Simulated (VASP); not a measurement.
Set up this calculation in VASP 6.6.1, as the native input.

- Task: single point
- Functional: r2SCAN
- Potentials or basis: VASP PAW PBE potentials, release 64 (Si, C, N)
- Cutoff: 520 eV
- k mesh: 4 × 8 × 4
- Occupations: fermi-dirac, width 0.02 eV
- Spin: no spin polarisation
- Dipole correction: no
- Further INCAR settings: ALGO = Normal; EDIFF = 1e-06; NBANDS = 45

Si3C3N8:

```xyz
14
Lattice="7.1193 0.0000 0.0495 0.0000 2.7106 0.0000 -3.5170 0.0000 6.0045" Properties=species:S:1:pos:R:3 pbc="T T T"
Si    1.2459    1.3553    4.9423
Si    5.0887    0.0000    1.4578
Si    3.4440    0.0000    3.6400
C     0.1710    1.3553    2.4429
C    -1.3767    1.3553    4.6565
C     2.2137    0.0000    1.0858
N    -0.0601    1.3553    3.8903
N     3.4335    0.0000    1.9373
N     2.7047    1.3553    4.1747
N     1.2253    0.0000    5.8535
N    -2.0846    0.0000    4.2570
N     6.0255    1.3553    1.8375
N     0.9950    0.0000    2.0259
N     2.1900    1.3553    0.1763
```

These files were run (other wordings do the same):

POSCAR

```
Si3C3N8
1.0
    7.1193023917      0.0000000000      0.0494991911
    0.0000000000      2.7106110899      0.0000000000
   -3.5170467072      0.0000000000      6.0044874316
Si C N
3 3 8
Direct
    0.5792750031      0.5000000000      0.8183318553
    0.8313249333      0.0000000000      0.2359270115
    0.7800495756      0.0000000000      0.5997805301
    0.2240873914      0.5000000000      0.4049915085
    0.1889581090      0.5000000000      0.7739386743
    0.3986603176      0.0000000000      0.1775485684
    0.3103687568      0.5000000000      0.6453467549
    0.6390777728      0.0000000000      0.3173800535
    0.7204487278      0.5000000000      0.6893281796
    0.6510506611      0.0000000000      0.9694925894
    0.0571997380      0.0000000000      0.7085028069
    0.9934892321      0.5000000000      0.2978323783
    0.3051969984      0.0000000000      0.3348781978
    0.3208127831      0.5000000000      0.0267208912
```

INCAR.step1

```
  PREC = Accurate
  ENCUT = 520
  ISMEAR = -1
  SIGMA = 0.02
  LREAL = False
  LASPH = True
  NELM = 100
  NBANDS = 45
  GGA = PE
  ALGO = Normal
  EDIFF = 1E-4
  LWAVE = True
  LCHARG = False
```

INCAR.step2

```
  PREC = Accurate
  ENCUT = 520
  EDIFF = 1E-6
  ISMEAR = -1
  SIGMA = 0.02
  LREAL = False
  LASPH = True
  NELM = 100
  ALGO = Normal
  ISIF = 2
  LWAVE = False
  LCHARG = False
  METAGGA = R2SCAN
  LMIXTAU = True
  NBANDS = 45
  ISTART = 1
```

KPOINTS

```
regular mesh
0
Gamma
  4 8 4
```

Potentials or basis: VASP PAW PBE potentials, release 64 (Si, C, N).

Command:

```bash
$ cat potpaw_PBE.64/Si/POTCAR potpaw_PBE.64/C/POTCAR potpaw_PBE.64/N/POTCAR > POTCAR
$ cp INCAR.step1 INCAR
$ mpirun -np 1 vasp_std > vasp.out
$ cp INCAR.step2 INCAR
$ mpirun -np 1 vasp_std > vasp.out
```

It gave:

The pressure is 0.2 GPa. The largest force is 0.101 eV/Å and the band gap on the k mesh is 2.52 eV, indirect (least direct gap 2.81 eV).

Caveat: the PAW data sets were made with another functional, which shifts forces and pressure a little.

Run time: 7.4 min on 1 thread of Intel(R) Xeon(R) 6975P-C (Granite Rapids) (shared host), peak memory 0.37 GiB.
